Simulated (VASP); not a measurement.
Here is a VASP 6.6.1 calculation.

INCAR

```
PREC = Accurate
ENCUT = 500
EDIFF = 1E-6
ISMEAR = 0
SIGMA = 0.02
LREAL = F
LASPH = T
NELM = 120
ALGO = Normal
ISIF = 2
LWAVE = F
LCHARG = T
GGA = PE
LELF = T
LVHAR = T
NBANDS = 15
GGA_COMPAT = F
```

KPOINTS

```
regular mesh
0
Gamma
  6 6 6
```

File POSCAR:

```
RbCl
1.0
    0.0000000000      3.3152942301      3.3152942301
    3.3152942301      0.0000000000      3.3152942301
    3.3152942301      3.3152942301      0.0000000000
Rb Cl
1 1
Direct
    0.0000000000      0.0000000000      0.0000000000
    0.5000000000      0.5000000000      0.5000000000
```

Potentials or basis: VASP PAW PBE potentials, release 64 (Rb_sv, Cl).

Launch:

```console
$ cat potpaw_PBE.64/Rb_sv/POTCAR potpaw_PBE.64/Cl/POTCAR > POTCAR
$ mpirun -np 1 vasp_std > vasp.out
```

(1) What does it give for the band gap on the k mesh?

(2) What does it give for the pressure?

Answers

(1) 4.93 eV, direct.

(2) 0.5 GPa.
